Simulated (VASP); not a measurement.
# Si16PbC15 (a cell with a defect) in VASP: electric field gradients with PBE

Aim: the electric field gradients of Si16PbC15 (a cell with a defect) with PBE.

All numbers are computed with VASP 6.6.1; they aren't measurements. Logs are shortened: lines on timing, memory, paths and dates and some standing lists are left out, and cuts for length are marked.

## 1. The cell of the first run

The cell holds a defect, 32 atoms: a = 6.152 Å, b = 6.152 Å, c = 10.096 Å, α = 90.00°, β = 90.00°, γ = 120.00°.

## 2. Electric field gradients, PBE

INCAR

```
SYSTEM = Si16PbC15
PREC     = Accurate       ! precision mode
ENCUT    = 520            ! plane-wave cutoff, eV
EDIFF    = 1E-8           ! SCF threshold, eV
ISMEAR   = -1             ! smearing method
SIGMA    = 0.01           ! smearing width, eV
LREAL    = Auto         
LASPH    = .TRUE.         ! aspherical terms in the spheres
NELM     = 100            ! most SCF steps
ALGO     = Normal         ! electronic algorithm
ISIF     = 2              ! what is computed and relaxed
LWAVE    = .FALSE.        ! write WAVECAR
LCHARG   = .FALSE.        ! write CHGCAR
GGA      = PE             ! functional
LEFG     = .TRUE.       
NELECT   = 140.0        
NBANDS   = 91             ! bands
```

KPOINTS

```
regular mesh
0
G
  4 4 2
  0 0 0
```

POSCAR

```
Si16PbC15
1.0
    6.1520000000      0.0000000000      0.0000000000
   -3.0760000000      5.3277882840      0.0000000000
    0.0000000000      0.0000000000     10.0960000000
Si Pb C
16 1 15
Direct
    0.1666666666      0.3333333334      0.0000000000
    0.1666666666      0.3333333334      0.5000000000
    0.1666666666      0.8333333334      0.0000000000
    0.1666666666      0.8333333334      0.5000000000
    0.6666666666      0.3333333334      0.0000000000
    0.6666666666      0.3333333334      0.5000000000
    0.6666666666      0.8333333334      0.0000000000
    0.6666666666      0.8333333334      0.5000000000
    0.3333333334      0.1666666666      0.2500000000
    0.3333333334      0.1666666666      0.7500000000
    0.3333333334      0.6666666666      0.2500000000
    0.3333333334      0.6666666666      0.7500000000
    0.8333333334      0.1666666666      0.2500000000
    0.8333333334      0.1666666666      0.7500000000
    0.8333333334      0.6666666666      0.2500000000
    0.8333333334      0.6666666666      0.7500000000
    0.1666666666      0.3333333334      0.1925000000
    0.1666666666      0.3333333334      0.6925000000
    0.1666666666      0.8333333334      0.1925000000
    0.1666666666      0.8333333334      0.6925000000
    0.6666666666      0.3333333334      0.1925000000
    0.6666666666      0.3333333334      0.6925000000
    0.6666666666      0.8333333334      0.1925000000
    0.6666666666      0.8333333334      0.6925000000
    0.3333333334      0.1666666666      0.4425000000
    0.3333333334      0.1666666666      0.9425000000
    0.3333333334      0.6666666666      0.4425000000
    0.3333333334      0.6666666666      0.9425000000
    0.8333333334      0.1666666666      0.4425000000
    0.8333333334      0.1666666666      0.9425000000
    0.8333333334      0.6666666666      0.4425000000
    0.8333333334      0.6666666666      0.9425000000
```

Potentials or basis: VASP PAW PBE potentials, release 64 (Si, Pb_d, C).

Started as:

```bash
> cat potpaw_PBE.64/Si/POTCAR potpaw_PBE.64/Pb_d/POTCAR potpaw_PBE.64/C/POTCAR > POTCAR
> mpirun -np 1 vasp_std > vasp.out
```

OUTCAR:

```text
SYSTEM = Si16PbC15
   PREC = Accurate
   ENCUT = 520
   EDIFF = 1E-8
   ISMEAR = -1
   LREAL = Auto
   LASPH = .TRUE.
   NELM = 100
   ISIF = 2
   GGA = PE
   NELECT = 140.0

 ion  position               nearest neighbor table
   1  0.167  0.333  0.000-  28 1.87  30 1.87  26 1.87  17 1.94   3 3.08   7 3.08   3 3.08   7 3.08
                             5 3.08   5 3.08  12 3.09  11 3.09  14 3.09  13 3.09  10 3.09   9 3.09
   2  0.167  0.333  0.500-  27 1.87  29 1.87  25 1.87  18 1.94   4 3.08   8 3.08   4 3.08   8 3.08
                             6 3.08   6 3.08  12 3.09  11 3.09  14 3.09  13 3.09  10 3.09   9 3.09
   3  0.167  0.833  0.000-  26 1.87  32 1.87  28 1.87  19 1.94   1 3.08   5 3.08   1 3.08   5 3.08
                             7 3.08   7 3.08  10 3.09   9 3.09  16 3.09  15 3.09  12 3.09  11 3.09
   4  0.167  0.833  0.500-  25 1.87  31 1.87  27 1.87  20 1.94   2 3.08   6 3.08   2 3.08   6 3.08
                             8 3.08   8 3.08  10 3.09   9 3.09  16 3.09  15 3.09  12 3.09  11 3.09
   5  0.667  0.333  0.000-  32 1.87  26 1.87  30 1.87  21 1.94   3 3.08   7 3.08   7 3.08   3 3.08
                             1 3.08   1 3.08  16 3.09  15 3.09  10 3.09   9 3.09  14 3.09  13 3.09
   6  0.667  0.333  0.500-  31 1.87  25 1.87  29 1.87  22 1.94   4 3.08   8 3.08   8 3.08   4 3.08
                             2 3.08   2 3.08  16 3.09  15 3.09  10 3.09   9 3.09  14 3.09  13 3.09
   7  0.667  0.833  0.000-  30 1.87  28 1.87  32 1.87  23 1.94   1 3.08   5 3.08   5 3.08   1 3.08
                             3 3.08   3 3.08  14 3.09  13 3.09  12 3.09  11 3.09  16 3.09  15 3.09
   8  0.667  0.833  0.500-  29 1.87  27 1.87  31 1.87  24 1.94   2 3.08   6 3.08   6 3.08   2 3.08
                             4 3.08   4 3.08  14 3.09  13 3.09  12 3.09  11 3.09  16 3.09  15 3.09
   9  0.333  0.167  0.250-  19 1.87  21 1.87  17 1.87  25 1.94  11 3.08  15 3.08  11 3.08  15 3.08
[... 18 lines left out ...]
  19  0.167  0.833  0.193-   9 1.87  15 1.87  11 1.87   3 1.94  17 3.08  17 3.08
  20  0.167  0.833  0.693-  10 1.87  16 1.87  12 1.87   4 1.94
  21  0.667  0.333  0.193-  15 1.87   9 1.87  13 1.87   5 1.94  17 3.08  17 3.08
  22  0.667  0.333  0.693-  16 1.87  10 1.87  14 1.87   6 1.94
  23  0.667  0.833  0.193-  13 1.87  11 1.87  15 1.87   7 1.94  17 3.08  17 3.08
  24  0.667  0.833  0.693-  14 1.87  12 1.87  16 1.87   8 1.94
  25  0.333  0.167  0.443-   4 1.87   6 1.87   2 1.87   9 1.94  17 3.09
  26  0.333  0.167  0.943-   3 1.87   5 1.87   1 1.87  10 1.94  17 3.09
  27  0.333  0.667  0.443-   2 1.87   8 1.87   4 1.87  11 1.94  17 3.09
  28  0.333  0.667  0.943-   1 1.87   7 1.87   3 1.87  12 1.94  17 3.09
  29  0.833  0.167  0.443-   8 1.87   2 1.87   6 1.87  13 1.94  17 3.09
  30  0.833  0.167  0.943-   7 1.87   1 1.87   5 1.87  14 1.94  17 3.09
  31  0.833  0.667  0.443-   6 1.87   4 1.87   8 1.87  15 1.94
  32  0.833  0.667  0.943-   5 1.87   3 1.87   7 1.87  16 1.94

  LATTYP: Found a hexagonal cell.
 ALAT       =     6.1520000000
 C/A-ratio  =     1.6410923277

  Lattice vectors:

 A1 = (   6.1520000000,   0.0000000000,   0.0000000000)
 A2 = (  -3.0760000000,   5.3277882840,   0.0000000000)
 A3 = (   0.0000000000,   0.0000000000,  10.0960000000)

Analysis of symmetry for initial positions (statically):
=====================================================================
 Subroutine PRICEL returns:
 Original cell was already a primitive cell.

 Routine SETGRP: Setting up the symmetry group for a
 hexagonal supercell.

 Subroutine GETGRP returns: Found  6 space group operations
 (whereof  2 operations were pure point group operations)
 out of a pool of 24 trial point group operations.

The static configuration has the point symmetry C_1h.
 The point group associated with its full space group is C_3v.

Analysis of symmetry for dynamics (positions and initial velocities):
=====================================================================
 Subroutine PRICEL returns:
 Original cell was already a primitive cell.

 Routine SETGRP: Setting up the symmetry group for a
 hexagonal supercell.

 Subroutine GETGRP returns: Found  6 space group operations
 (whereof  2 operations were pure point group operations)
 out of a pool of 24 trial point group operations.

The dynamic configuration has the point symmetry C_1h.
 The point group associated with its full space group is C_3v.

 Subroutine INISYM returns: Found  6 space group operations
 (whereof  2 operations are pure point group operations),
 and found     1 'primitive' translations

----------------------------------------------------------------------------------------
[... 153 lines left out ...]
   IALGO  =     38    algorithm
   IMIX   =      4    mixing-type and parameters
     AMIX     =   0.40;   BMIX     =  1.00
     AMIX_MAG =   1.60;   BMIX_MAG =  1.00
  volume/ion in A,a.u.               =      10.34        69.78
  Fermi-wavevector in a.u.,A,eV,Ry     =   1.228985  2.322445 20.550301  1.510404
  Thomas-Fermi vector in A             =   2.363890
   LORBIT       =      0    0 simple, 1 ext, 2 COOP (PROOUT), +10 PAW based schemes
   GGA     = PE    functional components
   LHFCALC =     F    Hartree Fock is set to
   AEXX    =    0.0000 exact exchange contribution
   IVDW    =     0    specifies the selected vdW correction
   LEPSILON=     F    determine dielectric tensor
   LRPA    =     F    only Hartree local field effects (RPA)
 non-spin polarized calculation
  energy-cutoff  :      520.00
  volume of cell :      330.91
 maximum number of plane-waves:      8977
 NGX is ok and might be reduce to    48
   NGX = 23   NGY = 23   NGZ = 37

 number of electron     140.0000000 magnetization

 Free energy of the ion-electron system (eV)
  ---------------------------------------------------
  ext. energy  EPLUGINS =         0.00000000
  ---------------------------------------------------
  free energy    TOTEN  =      -185.63681219 eV

  energy without entropy =     -185.63388985  energy(sigma->0) =     -185.63535102

 E-fermi :  12.0910     XC(G=0): -11.6492

 val. band max:       12.0432991114   @ k =   0.2500   0.0000   0.5000
 cond. band min:      12.0982490274   @ k =   0.2500   0.0000   0.5000
 fundamental gap:      0.0549499160
 Fermi energy:        12.0910336695

 k-point     1 :       0.0000    0.0000    0.0000
  band No.  band energies     occupation
      1     -11.4023      2.00000
      2     -11.4023      2.00000
      3     -11.2393      2.00000
      4     -10.6440      2.00000
      5     -10.6440      2.00000
      6      -7.2993      2.00000
[... 669 lines left out ...]
     81      14.3346      0.00000
     82      14.5849      0.00000
 [bands above 82 left out]

------------------------ aborting loop because EDIFF is reached ----------------------------------------

  FORCE on cell =-STRESS in cart. coord.  units (eV):
  Direction    XX          YY          ZZ          XY          YZ          ZX
  --------------------------------------------------------------------------------------
  -------------------------------------------------------------------------------------
  Total      107.6541652    107.6541652     78.8374824      0.0000000      0.0000000     -0.0000000
  in kB      521.2292663    521.2292663    381.7075080      0.0000000      0.0000000     -0.0000000
  external PRESSURE =     474.7220135 kB  Pullay stress =       0.0000000 kB

 VOLUME and BASIS-vectors are now :
 -----------------------------------------------------------------------------
  energy-cutoff  :      520.00
  volume of cell :      330.91
      direct lattice vectors                 reciprocal lattice vectors
     6.152000000  0.000000000  0.000000000     0.162548765  0.093847573  0.000000000
    -3.076000000  5.327788284  0.000000000     0.000000000  0.187695146  0.000000000
     0.000000000  0.000000000 10.096000000     0.000000000  0.000000000  0.099049128

 POSITION                                       TOTAL-FORCE (eV/Angst)
 -----------------------------------------------------------------------------------
     -0.00000      1.77593      0.00000         0.000000      0.000000    -17.549157
     -0.00000      1.77593      5.04800         0.000000      0.000000      1.373821
     -1.53800      4.43982      0.00000        -0.071814     -0.041462      0.693520
     -1.53800      4.43982      5.04800         0.087736      0.050654      0.927197
      3.07600      1.77593      0.00000         0.000000      0.082924      0.693520
      3.07600      1.77593      5.04800         0.000000     -0.101309      0.927197
[... 24 lines left out ...]
      3.07600      3.55186      4.46748         0.000000      0.000000     -0.893305
      3.07600      3.55186      9.51548         0.000000      0.000000     -0.845880
 -----------------------------------------------------------------------------------
    total drift:                                0.000001      0.000000     -0.247159

  FREE ENERGIE OF THE ION-ELECTRON SYSTEM (eV)
  ---------------------------------------------------
  free  energy   TOTEN  =      -185.6368121938 eV

  energy  without entropy=     -185.6338898477  energy(sigma->0) =     -185.63535102

 Electric field gradients (V/A^2)
---------------------------------------------------------------------
 ion       V_xx      V_yy      V_zz      V_xy      V_xz      V_yz
---------------------------------------------------------------------
   1      22.300    22.300   -44.601    -0.000     0.000    -0.000
   2      -7.490    -7.490    14.980    -0.000     0.000    -0.000
   3      -8.287    -9.545    17.832     1.089    -0.011    -0.006
   4      -8.672    -8.580    17.253    -0.080    -0.657    -0.379
   5     -10.173    -7.658    17.832    -0.000     0.000     0.013
   6      -8.534    -8.718    17.253    -0.000     0.000     0.759
[... 24 lines left out ...]
  31      -1.347    -1.348     2.695    -0.000     0.000    -0.000
  32      -1.240    -1.240     2.480    -0.000     0.000    -0.000
---------------------------------------------------------------------

 Electric field gradients after diagonalization (V/A^2)
 (convention: |V_zz| > |V_xx| > |V_yy|)
----------------------------------------------------------------------
 ion       V_xx      V_yy      V_zz     asymmetry (V_yy - V_xx)/ V_zz
----------------------------------------------------------------------
   1      22.300    22.300   -44.601       0.000
   2      -7.490    -7.490    14.980       0.000
   3     -10.173    -7.658    17.832       0.141
   4      -8.740    -8.534    17.275       0.012
   5     -10.173    -7.658    17.832       0.141
   6      -8.740    -8.534    17.275       0.012
[... 24 lines left out ...]
  31      -1.348    -1.347     2.695       0.000
  32      -1.240    -1.240     2.480       0.000
----------------------------------------------------------------------

           NMR quadrupolar parameters

 Cq : quadrupolar parameter    Cq=e*Q*V_zz/h
 eta: asymmetry parameters     (V_yy - V_xx)/ V_zz
 Q  : nuclear electric quadrupole moment in mb (millibarn)
----------------------------------------------------------------------
 ion       Cq(MHz)       eta       Q (mb)
----------------------------------------------------------------------
   1      -0.108       0.000       1.000
   2       0.036       0.000       1.000
   3       0.043       0.141       1.000
   4       0.042       0.012       1.000
   5       0.043       0.141       1.000
   6       0.042       0.012       1.000
[... 24 lines left out ...]
  31       0.007       0.000       1.000
  32       0.006       0.000       1.000
----------------------------------------------------------------------
```

It took 21 min on 1 thread of Intel Xeon 8259CL, shared host; peak memory 0.52 GiB.

Results:

| Item | Value |
| --- | --- |
| Free energy | -185.6368 eV |
| Largest force | 23.430 eV/Å |
| Largest electric field gradient by atom | Si -44.6, +15.0, +17.8, +17.3, -68.9, +15.5, +18.2, +17.2 (each value once); Pb +235.0; C +3.4, -5.7, +2.6, +2.2, -2.5, +2.7, +2.5 (each value once) V/Å² |

Forces in eV/Å, atoms in the order of the input:
```
Si    0.000   0.000 -17.549
Si    0.000   0.000   1.374
Si   -0.072  -0.041   0.694
Si    0.088   0.051   0.927
Si    0.000   0.083   0.694
Si    0.000  -0.101   0.927
Si    0.072  -0.041   0.694
Si   -0.088   0.051   0.927
Si   19.036 -10.991   8.111
Si    0.111  -0.064   0.943
Si    0.000  21.981   8.111
Si    0.000   0.128   0.943
Si  -19.036 -10.991   8.111
Si   -0.111  -0.064   0.943
Si    0.000   0.000   1.019
Si    0.000   0.000   0.879
Pb    0.000   0.000  -4.354
C     0.000   0.000  -0.873
C     0.201   0.116  -0.737
C    -0.043  -0.025  -0.894
C     0.000  -0.232  -0.737
C     0.000   0.050  -0.894
C    -0.201   0.116  -0.737
C     0.043  -0.025  -0.894
C     0.285  -0.165  -0.550
C     0.178  -0.103  -1.411
C     0.000   0.329  -0.550
C     0.000   0.205  -1.411
C    -0.285  -0.165  -0.550
C    -0.178  -0.103  -1.411
C     0.000   0.000  -0.893
C     0.000   0.000  -0.846
```

Levels at points of the mesh, in eV from the Fermi level:
```
           k point  band 66  band 67  band 68  band 69  band 70  band 71  band 72  band 73  band 74  band 75
(0.00, 0.00, 0.00)    -3.59    -2.75    -2.60    -2.60    -0.47    -0.47    -0.41     0.04     0.04     0.07
(0.50, 0.00, 0.00)    -3.97    -3.90    -3.49    -3.25    -0.05     0.15     0.71     0.88     1.15     1.18
(0.00, 0.00, 0.50)    -3.49    -3.49    -2.63    -2.63    -0.19    -0.19    -0.16    -0.15    -0.15    -0.06
(0.50, 0.00, 0.50)    -4.24    -4.19    -3.57    -3.39     0.58     0.66     0.76     0.77     0.84     1.02
```

Electric field gradients, principal values (V/Å²):
```
 atom     least    middle  greatest (by size)
 1 Si    22.300    22.300             -44.601
 2 Si    -7.490    -7.490              14.980
 3 Si    -7.658   -10.173              17.832
 4 Si    -8.534    -8.740              17.275
 5 Si    -7.658   -10.173              17.832
 6 Si    -8.534    -8.740              17.275
 7 Si    -7.658   -10.174              17.832
 8 Si    -8.535    -8.740              17.275
 9 Si    21.438    47.444             -68.882
10 Si    -7.152    -8.362              15.514
11 Si    21.438    47.444             -68.882
12 Si    -7.153    -8.362              15.514
13 Si    21.438    47.444             -68.882
14 Si    -7.153    -8.362              15.514
15 Si    -9.095    -9.095              18.190
16 Si    -8.615    -8.615              17.230
17 Pb  -117.520  -117.520             235.040
 18 C    -1.701    -1.701               3.402
 19 C     0.913     4.788              -5.701
 20 C    -1.274    -1.297               2.571
 21 C     0.913     4.788              -5.701
 22 C    -1.274    -1.297               2.571
 23 C     0.914     4.787              -5.701
 24 C    -1.275    -1.297               2.571
 25 C    -0.775    -1.464               2.239
 26 C     0.060     2.404              -2.463
 27 C    -0.775    -1.465               2.239
 28 C     0.060     2.404              -2.464
 29 C    -0.775    -1.465               2.239
 30 C     0.060     2.404              -2.464
 31 C    -1.347    -1.348               2.695
 32 C    -1.240    -1.240               2.480
```

Caveat: the cell carries a net charge on a neutralising background, which shifts energy and pressure; the cell is charged against a uniform background, so pressure and absolute levels hang on convention; without QUAD_EFG the Cq values of the log hold for a quadrupole moment of 1 mb, not for the nuclei; spin-orbit coupling is left out, which moves the levels of the heavy elements.
